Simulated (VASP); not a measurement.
Write the native input for VASP 6.6.1 that does the following.

```
Task                   : single point
Functional             : PBEsol
Potentials or basis    : VASP PAW PBE potentials, release 64 (In_d, Se)
Cutoff                 : 520 eV
k mesh                 : 12 × 12 × 2
Occupations            : gaussian, width 0.02 eV
Spin                   : no spin polarisation
Dipole correction      : no
Further INCAR settings : ALGO = Normal; EDIFF = 1e-07; NBANDS = 48
```

The structure of InSe lies in POSCAR:

```
InSe
1.0
    4.0058745549     -0.0000000029      0.0000000000
   -2.0029372749      3.4691891303      0.0000000000
    0.0000000000      0.0000000000     16.9980233412
In Se
4 4
Direct
    0.3333333333      0.6666666667      0.3316827661
    0.6666666667      0.3333333333      0.8316827661
    0.6666666667      0.3333333333      0.6683172339
    0.3333333333      0.6666666667      0.1683172339
    0.3333333333      0.6666666667      0.5930667470
    0.6666666667      0.3333333333      0.0930667470
    0.6666666667      0.3333333333      0.4069332530
    0.3333333333      0.6666666667      0.9069332530
```

The input as run:

INCAR

```
SYSTEM = InSe
ALGO     = Normal         ! electronic algorithm
EDIFF    = 1E-7           ! SCF threshold, eV
ENCUT    = 520            ! plane-wave cutoff, eV
GGA      = PS             ! functional
ISIF     = 2              ! what is computed and relaxed
ISMEAR   = 0              ! smearing method
LASPH    = .TRUE.         ! aspherical terms in the spheres
LCHARG   = .FALSE.        ! write CHGCAR
LREAL    = .FALSE.        ! projectors in reciprocal space
LWAVE    = .FALSE.        ! write WAVECAR
NBANDS   = 48             ! bands
NELM     = 80             ! most SCF steps
PREC     = Accurate       ! precision mode
SIGMA    = 0.02           ! smearing width, eV
```

KPOINTS

```
k-points
0
G
  12 12 2
  0 0 0
```

Potentials or basis: VASP PAW PBE potentials, release 64 (In_d, Se).

Run with:

```bash
$ cat potpaw_PBE.64/In_d/POTCAR potpaw_PBE.64/Se/POTCAR > POTCAR
$ mpirun -np 1 vasp_std > vasp.out
```

Results of the run:

The pressure is 0.1 GPa and the largest force is 0.019 eV/Å. The band gap on the k mesh is 0.42 eV.

Caveat: semilocal functionals underestimate gaps, and a narrow one can read as zero; the PAW data sets were made with another functional, which shifts forces and pressure a little; spin-orbit coupling is left out, which moves the levels of the heavy elements; this functional lacks dispersion, which binds layers or chains, so the pressure and a relaxed spacing across them are unreliable.

Wall time 14 min on 1 thread of AMD EPYC 7R43 64-Core Processor (Zen 3), on a shared host, peak memory 0.49 GiB.
